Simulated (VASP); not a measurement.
# SnO (Pmn2_1) in VASP: notebook

SnO is run at these levels: PBEsol; tasks: single point.

Program: VASP 6.6.1. These are calculated values, not measurements. Logs are shortened: lines on timing, memory, paths and dates and some standing lists are left out, and cuts for length are marked.

### Step 1. The cell of the first run

Symmetry: Pmn2_1, No. 31, orthorhombic system. The conventional cell has a = 3.366 Å, b = 5.693 Å, c = 4.236 Å, α = 90.00°, β = 90.00°, γ = 90.00°. Sn (site symmetry m) has 3 O at 2.16 to 2.17 Å within 2.9 Å. O (site symmetry m) has 3 Sn at 2.16 to 2.17 Å and 4 O at 2.98 Å within 3.0 Å.

### Step 2. Single point, PBEsol

Contents of INCAR:

```
SYSTEM = SnO
  PREC = Accurate
  ENCUT = 520
  EDIFF = 1E-6
  ISMEAR = 0
  SIGMA = 0.01
  LREAL = .False.
  LASPH = .True.
  NELM = 80
  ALGO = Normal
  ISIF = 2
  LWAVE = .False.
  LCHARG = .False.
  GGA = PS
  NBANDS = 28
```

Contents of KPOINTS:

```
regular mesh
0
Gamma
  6 4 6
  0 0 0
```

Contents of POSCAR:

```
SnO
1.0
    3.3661512779      0.0000000000      0.0000000000
    0.0000000000      5.6929549823      0.0000000000
    0.0000000000      0.0000000000      4.2359965814
Sn O
2 2
Direct
    0.0000000000      0.2319090000      0.5131440000
    0.5000000000      0.7680910000      0.0131440000
    0.0000000000      0.8912500000      0.7368570000
    0.5000000000      0.1087500000      0.2368570000
```

Potentials or basis: VASP PAW PBE potentials, release 64 (Sn_d, O).

Started as:

```sh
cat potpaw_PBE.64/Sn_d/POTCAR potpaw_PBE.64/O/POTCAR > POTCAR
mpirun -np 1 vasp_std > vasp.out
```

OUTCAR:

```text
SYSTEM = SnO
   PREC = Accurate
   ENCUT = 520
   EDIFF = 1E-6
   ISMEAR = 0
   LREAL = .False.
   LASPH = .True.
   NELM = 80
   ISIF = 2
   GGA = PS

 ion  position               nearest neighbor table
   1  0.000  0.232  0.513-   3 2.16   4 2.17   4 2.17
   2  0.500  0.768  0.013-   4 2.16   3 2.17   3 2.17
   3  0.000  0.891  0.737-   1 2.16   2 2.17   2 2.17
   4  0.500  0.109  0.237-   2 2.16   1 2.17   1 2.17

  LATTYP: Found a simple orthorhombic cell.
 ALAT       =     3.3661512779
 B/A-ratio  =     1.2584094509
 C/A-ratio  =     1.6912356315

  Lattice vectors:

 A1 = (  -3.3661512779,   0.0000000000,   0.0000000000)
 A2 = (   0.0000000000,   0.0000000000,   4.2359965814)
 A3 = (   0.0000000000,   5.6929549823,   0.0000000000)

Analysis of symmetry for initial positions (statically):
=====================================================================
 Subroutine PRICEL returns:
 Original cell was already a primitive cell.

 Routine SETGRP: Setting up the symmetry group for a
 simple orthorhombic supercell.

 Subroutine GETGRP returns: Found  4 space group operations
 (whereof  2 operations were pure point group operations)
 out of a pool of  8 trial point group operations.

The static configuration has the point symmetry C_1h.
 The point group associated with its full space group is C_2v.

Analysis of symmetry for dynamics (positions and initial velocities):
=====================================================================
 Subroutine PRICEL returns:
 Original cell was already a primitive cell.

 Routine SETGRP: Setting up the symmetry group for a
 simple orthorhombic supercell.

 Subroutine GETGRP returns: Found  4 space group operations
 (whereof  2 operations were pure point group operations)
 out of a pool of  8 trial point group operations.

The dynamic configuration has the point symmetry C_1h.
 The point group associated with its full space group is C_2v.

 Subroutine INISYM returns: Found  4 space group operations
 (whereof  2 operations are pure point group operations),
 and found     1 'primitive' translations

----------------------------------------------------------------------------------------

                                     Primitive cell

  volume of cell :      81.1759

  direct lattice vectors                    reciprocal lattice vectors
     3.366151278  0.000000000  0.000000000     0.297075181  0.000000000  0.000000000
     0.000000000  5.692954982  0.000000000     0.000000000  0.175655701  0.000000000
     0.000000000  0.000000000  4.235996581     0.000000000  0.000000000  0.236071956

  length of vectors
     3.366151278  5.692954982  4.235996581     0.297075181  0.175655701  0.236071956

  position of ions in fractional coordinates (direct lattice)
     0.000000000  0.231909000  0.513144000
     0.500000000  0.768091000  0.013144000
     0.000000000  0.891250000  0.736857000
     0.500000000  0.108750000  0.236857000

  ion indices of the primitive-cell ions
   primitive index   ion index
                 1           1
                 2           2
                 3           3
                 4           4

----------------------------------------------------------------------------------------

 KPOINTS: regular mesh

Automatic generation of k-mesh.
 Grid dimensions read from file:
 generate k-points for:    6    4    6

 Generating k-lattice:

  Cartesian coordinates                     Fractional coordinates (reciprocal lattice)
     0.049512530  0.000000000  0.000000000     0.166666667  0.000000000  0.000000000
     0.000000000  0.043913925  0.000000000     0.000000000  0.250000000  0.000000000
     0.000000000  0.000000000  0.039345326     0.000000000  0.000000000  0.166666667

  Length of vectors
     0.049512530  0.043913925  0.039345326

  Shift w.r.t. Gamma in fractional coordinates (k-lattice)
     0.000000000  0.000000000  0.000000000

 Subroutine IBZKPT returns following result:
 ===========================================

 Found     48 irreducible k-points:

 Following reciprocal coordinates:
            Coordinates               Weight
  0.000000  0.000000  0.000000      1.000000
  0.166667  0.000000  0.000000      2.000000
  0.333333  0.000000  0.000000      2.000000
  0.500000  0.000000  0.000000      1.000000
  0.000000  0.250000  0.000000      2.000000
  0.166667  0.250000  0.000000      4.000000
[... 16 lines left out ...]
  0.333333  0.500000  0.166667      4.000000
  0.500000  0.500000  0.166667      2.000000
 [... further k-points ...]
   k-points           NKPTS =     48   k-points in BZ     NKDIM =     48   number of bands    NBANDS=     28
   number of dos      NEDOS =    301   number of ions     NIONS =      4
   total plane-waves  NPLWV =  37632
   dimension x,y,z NGX =    28 NGY =   42 NGZ =   32
   dimension x,y,z NGXF=    56 NGYF=   84 NGZF=   64
   ions per type =               2   2
   NGX,Y,Z   is equivalent  to a cutoff of  13.83, 12.26, 12.56 a.u.
   NGXF,Y,Z  is equivalent  to a cutoff of  27.66, 24.53, 25.12 a.u.
 SYSTEM =  SnO
   PREC   = accura    normal or accurate (medium, high low for compatibility)
   ISTART =      0    job   : 0-new  1-cont  2-samecut
   ICHARG =      2    charge: 1-file 2-atom 10-const
   ISPIN  =      1    spin polarized calculation?
   LNONCOLLINEAR =      F non collinear calculations
   LSORBIT =      F    spin-orbit coupling
   LASPH  =      T    aspherical Exc in radial PAW
   ENCUT  =  520.0 eV  38.22 Ry    6.18 a.u.   6.26 10.59  7.88*2*pi/ulx,y,z
   NELM   =     80;   NELMIN=  2; NELMDL= -5     # of ELM steps
   EDIFF  = 0.1E-05   stopping-criterion for ELM
   LREAL  =      F    real-space projection
   EDIFFG = 0.1E-04   stopping-criterion for IOM
   NSW    =      0    number of steps for IOM
   IBRION =     -1    ionic relax: 0-MD 1-quasi-New 2-CG
   NFREE  =      0    steps in history (QN), initial steepest desc. (CG)
   ISIF   =      2    stress and relaxation
   ISYM   =      2    0-nonsym 1-usesym 2-fastsym
   POTIM  = 0.5000    time-step for ionic-motion
   TEBEG  =    0.0;   TEEND  =   0.0 temperature during run
   PSTRESS=    0.0 pullay stress
   NELECT =      40.0000    total number of electrons
   NUPDOWN=      -1.0000    fix difference up-down
   EMIN   =  10.00;   EMAX   =-10.00  energy-range for DOS
   EFERMI =   0.00;   METHOD = LEGACY
   ISMEAR =     0;   SIGMA  =   0.01  broadening in eV -4-tet -1-fermi 0-gaus
   EFERMI_NEDOS =   21; number of points for ismear=-14 and -15
   IALGO  =     38    algorithm
   IMIX   =      4    mixing-type and parameters
     AMIX     =   0.40;   BMIX     =  1.00
     AMIX_MAG =   1.60;   BMIX_MAG =  1.00
  volume/ion in A,a.u.               =      20.29       136.95
  Fermi-wavevector in a.u.,A,eV,Ry     =   1.293061  2.443532 22.749049  1.672008
  Thomas-Fermi vector in A             =   2.424731
   LORBIT       =      0    0 simple, 1 ext, 2 COOP (PROOUT), +10 PAW based schemes
   GGA     = PS    functional components
   LHFCALC =     F    Hartree Fock is set to
   AEXX    =    0.0000 exact exchange contribution
   IVDW    =     0    specifies the selected vdW correction
   LEPSILON=     F    determine dielectric tensor
   LRPA    =     F    only Hartree local field effects (RPA)
 non-spin polarized calculation
 Gauss-broadening in eV      SIGMA  =   0.01
  energy-cutoff  :      520.00
  volume of cell :       81.18
 maximum number of plane-waves:      2212
 NGX is ok and might be reduce to    28
   NGX = 13   NGY = 21   NGZ = 15

 number of electron      39.9999995 magnetization

 Free energy of the ion-electron system (eV)
  ---------------------------------------------------
  ext. energy  EPLUGINS =         0.00000000
  ---------------------------------------------------
  free energy    TOTEN  =       -23.78126091 eV

  energy without entropy =      -23.78126091  energy(sigma->0) =      -23.78126091

 E-fermi :   4.6673     XC(G=0):  -9.7166

 val. band max:        4.5924657222   @ k =   0.0000   0.0000   0.0000
 cond. band min:       6.1831550302   @ k =   0.3333   0.5000   0.0000
 fundamental gap:      1.5906893081
 Fermi energy:         4.6672760284

 k-point     1 :       0.0000    0.0000    0.0000
  band No.  band energies     occupation
      1     -16.4967      2.00000
      2     -16.1869      2.00000
      3     -16.1069      2.00000
      4     -16.0814      2.00000
      5     -16.0548      2.00000
      6     -16.0235      2.00000
[... 20 lines left out ...]
     27      13.2220      0.00000
     28      13.7883      0.00000

 k-point     2 :       0.1667    0.0000    0.0000
  band No.  band energies     occupation
      1     -16.4862      2.00000
      2     -16.1898      2.00000
      3     -16.1199      2.00000
      4     -16.0912      2.00000
      5     -16.0666      2.00000
      6     -16.0249      2.00000
[... 20 lines left out ...]
     27      13.1500      0.00000
     28      13.9685      0.00000

 k-point     3 :       0.3333    0.0000    0.0000
  band No.  band energies     occupation
      1     -16.4803      2.00000
      2     -16.3433      2.00000
      3     -16.0768      2.00000
      4     -16.0639      2.00000
      5     -16.0517      2.00000
      6     -16.0336      2.00000
[... 20 lines left out ...]
     27      12.6521      0.00000
     28      14.2262      0.00000

 k-point     4 :       0.5000    0.0000    0.0000
  band No.  band energies     occupation
      1     -16.4526      2.00000
      2     -16.4526      2.00000
      3     -16.0661      2.00000
      4     -16.0661      2.00000
      5     -16.0318      2.00000
      6     -16.0318      2.00000
[... 20 lines left out ...]
     27      13.8028      0.00000
     28      13.8028      0.00000

 k-point     5 :       0.0000    0.2500    0.0000
  band No.  band energies     occupation
      1     -16.4928      2.00000
      2     -16.1890      2.00000
      3     -16.1037      2.00000
      4     -16.0799      2.00000
      5     -16.0563      2.00000
      6     -16.0274      2.00000
[... 20 lines left out ...]
     27      13.5000      0.00000
     28      13.9893      0.00000

 k-point     6 :       0.1667    0.2500    0.0000
  band No.  band energies     occupation
      1     -16.4842      2.00000
      2     -16.1896      2.00000
      3     -16.1223      2.00000
      4     -16.0895      2.00000
      5     -16.0649      2.00000
      6     -16.0271      2.00000
[... 463 lines left out ...]
      5     -16.0617      2.00000
      6     -16.0457      2.00000
[... 20 lines left out ...]
     27      13.7035      0.00000
     28      14.4423      0.00000

 k-point    22 :       0.1667    0.5000    0.1667
  band No.  band energies     occupation
      1     -16.4698      2.00000
      2     -16.2218      2.00000
      3     -16.1165      2.00000
      4     -16.0863      2.00000
      5     -16.0649      2.00000
      6     -16.0384      2.00000
[... 20 lines left out ...]
     27      13.8969      0.00000
     28      14.8762      0.00000

 k-point    23 :       0.3333    0.5000    0.1667
  band No.  band energies     occupation
      1     -16.4783      2.00000
      2     -16.3599      2.00000
      3     -16.0748      2.00000
      4     -16.0731      2.00000
      5     -16.0447      2.00000
      6     -16.0354      2.00000
[... 20 lines left out ...]
     27      13.7303      0.00000
     28      14.2453      0.00000

 k-point    24 :       0.5000    0.5000    0.1667
  band No.  band energies     occupation
      1     -16.4612      2.00000
      2     -16.4612      2.00000
      3     -16.0701      2.00000
      4     -16.0701      2.00000
      5     -16.0275      2.00000
      6     -16.0275      2.00000
[... 20 lines left out ...]
     27      13.6644      0.00000
     28      13.6644      0.00000

 [... further k-points ...]
[... 5 lines left out ...]
  --------------------------------------------------------------------------------------
  -------------------------------------------------------------------------------------
  Total       -2.1806459     -1.6765314     -1.5711671      0.0000000      0.0000000      0.0000000
  in kB      -43.0396520    -33.0898877    -31.0103016      0.0000000      0.0000000      0.0000000
  external PRESSURE =     -35.7132804 kB  Pullay stress =       0.0000000 kB

 VOLUME and BASIS-vectors are now :
 -----------------------------------------------------------------------------
  energy-cutoff  :      520.00
  volume of cell :       81.18
      direct lattice vectors                 reciprocal lattice vectors
     3.366151278  0.000000000  0.000000000     0.297075181  0.000000000  0.000000000
     0.000000000  5.692954982  0.000000000     0.000000000  0.175655701  0.000000000
     0.000000000  0.000000000  4.235996581     0.000000000  0.000000000  0.236071956

 POSITION                                       TOTAL-FORCE (eV/Angst)
 -----------------------------------------------------------------------------------
      0.00000      1.32025      2.17368         0.000000     -0.463317     -0.137352
      1.68308      4.37271      0.05568         0.000000      0.463317     -0.137352
      0.00000      5.07385      3.12132         0.000000      0.129246      0.137352
      1.68308      0.61911      1.00333         0.000000     -0.129246      0.137352
 -----------------------------------------------------------------------------------
    total drift:                                0.000000      0.000000      0.000859

  FREE ENERGIE OF THE ION-ELECTRON SYSTEM (eV)
  ---------------------------------------------------
  free  energy   TOTEN  =       -23.7812609065 eV

  energy  without entropy=      -23.7812609065  energy(sigma->0) =      -23.78126091
```

Run time: 3.8 min. Hardware: 1 thread of Intel Xeon 8259CL, shared host; peak memory 0.23 GiB.

Results:

| Quantity | Value |
| --- | --- |
| Free energy | -23.7813 eV |
| Pressure | -3.6 GPa |
| Largest force | 0.483 eV/Å |
| Band gap on the k mesh | 1.59 eV (least direct gap 2.34 eV) |

Forces on the atoms (eV/Å):
```
Sn   0.000 -0.463 -0.137
Sn   0.000  0.463 -0.137
O    0.000  0.129  0.137
O    0.000 -0.129  0.137
```

Stress tensor (GPa, compression positive):
```
-4.30  0.00  0.00
 0.00 -3.31  0.00
 0.00  0.00 -3.10
```

Caveat: the cell stands under tension; the PAW data sets were made with another functional, which shifts forces and pressure a little; spin-orbit coupling is left out, which moves the levels of the heavy elements. A k mesh can miss the band edges.

(Part 1 of 2 ends here.)
